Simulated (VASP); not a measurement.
Input of a VASP 6.6.1 run:

INCAR

```
  ALGO = Normal
  DIPOL = 0.5 0.5 0.348
  EDIFF = 1E-6
  ENCUT = 520
  GGA = PS
  IDIPOL = 3
  ISIF = 2
  ISMEAR = 0
  LASPH = T
  LCHARG = T
  LDIPOL = T
  LELF = T
  LREAL = F
  LVACPOTAV = T
  LVHAR = T
  LWAVE = F
  NBANDS = 46
  NELM = 100
  PREC = Accurate
  SIGMA = 0.1
```

The input KPOINTS:

```
k-points
0
Gamma
  6 6 1
```

POSCAR

```
NaTa6
1.0
    4.6392671641      0.0000000000      0.0000000000
   -2.3196335821      4.0177232191      0.0000000000
    0.0000000000      0.0000000000     19.9438808552
Ta Na
6 1
Direct
    0.6666666667      0.3333333333      0.2005627706
    0.3333333334      0.6666666667      0.2480453268
    0.0000000000      0.0000000000      0.2955278831
    0.6666666667      0.3333333333      0.3400187737
    0.3333333334      0.6666666667      0.3814681521
    0.0000000000      0.0000000000      0.4233820346
    0.2222222222      0.4444444444      0.5474667276
```

Potentials or basis: VASP PAW PBE potentials, release 64 (Ta_pv, Na_pv).

Run with:

```sh
$ cat potpaw_PBE.64/Ta_pv/POTCAR potpaw_PBE.64/Na_pv/POTCAR > POTCAR
$ mpirun -np 1 vasp_std > vasp.out
```

Problem. What does it give for the band gap on the k mesh?

Solution. Zero (an odd number of electrons rules out a gap without spin polarisation).

Problem. Estimate the largest force.

Solution. 1.850 eV/Å.

Forces on the atoms (eV/Å):
```
Ta   0.000  0.007  1.766
Ta   0.000 -0.001 -0.032
Ta   0.000  0.006 -1.850
Ta   0.000  0.007  0.059
Ta   0.000 -0.057  0.176
Ta   0.000 -0.354 -0.125
Na   0.000  0.393  0.006
```

Caveat: the PAW data sets were made with another functional, which shifts forces and pressure a little; spin-orbit coupling is left out, which moves the levels of the heavy elements.
